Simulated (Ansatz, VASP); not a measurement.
**Re: VASP beside Ansatz**

```
Re
1.0
     2.75983    0.00000    0.00000
    -1.37991    2.39008    0.00000
     0.00000    0.00000    4.45723
Re
2
Direct
  0.33333 0.66667 0.25000
  0.66667 0.33333 0.75000
```

Alike in both runs: task single point; functional r2SCAN; k mesh 13 × 13 × 7; occupations gaussian, width 0.2 eV; no spin polarisation.

```csv
,VASP,Ansatz
version,VASP 6.6.1,Ansatz 0.2.0
potentials or method,"VASP PAW PBE potentials, release 64 (Re), cutoff 520 eV","plane waves (500 eV) with PAW, scalar-relativistic"
valence electrons in the cell,14,30
```

|  | VASP | Ansatz | Ansatz less VASP |
| --- | --- | --- | --- |
| pressure (GPa) | 0.0 | -0.1 | -0.05 |
| traceless stress, the component that is largest in VASP (GPa) | -0.02 | 0.06 | +0.078 |

VASP's potentials were made for PBE, not for r2SCAN. The functional is the same, so the differences come from potentials, cutoffs and numerics. VASP's potentials hold 14 valence electrons a cell and Ansatz's 30, so a difference there can come from the potentials and not from the codes.

Spin-orbit coupling is off throughout.
